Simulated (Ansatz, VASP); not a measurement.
Two plane-wave programs on Ge2Sb

```
Ge Sb
1.0
     4.03241    0.00000    0.00000
    -2.01621    3.49217    0.00000
     0.00000    0.00000    4.90998
Ge Sb
2 1
Direct
  0.66667 0.33333 0.64504
  0.33333 0.66667 0.35496
  0.00000 0.00000 0.00000
```

Change from the starting cell: species swapped into the ZrS2 type (P-3m1, No. 164).

Alike in both runs: functional PBE; k mesh 12 × 12 × 10; occupations gaussian, width 0.1 eV; no spin polarisation.

Ansatz relaxed the structure, and its values are those at the end. VASP's run is a single point on that final structure, the one shown.

|  | VASP | Ansatz |
| --- | --- | --- |
| version | VASP 6.6.1 | Ansatz 0.2.0 |
| potentials or method | VASP PAW PBE potentials, release 64 (Ge_d, Sb), cutoff 520 eV | scalar-relativistic, plane waves, PAW |
| valence electrons in the cell | 33 | 43 |

|  | VASP | Ansatz | Ansatz less VASP |
| --- | --- | --- | --- |
| gap on the k mesh at the Fermi level (eV) | none | none | - |
| pressure (GPa) | -0.1 | 0.0 | +0.10 |

A gap of «none» marks a metal or a gap that the smearing closes. With one functional, cell and mesh, what is left measures potentials, basis and numerics. VASP's potentials hold 33 valence electrons a cell and Ansatz's 43, so a difference there can come from the potentials and not from the codes.

Spin-orbit coupling is off throughout.
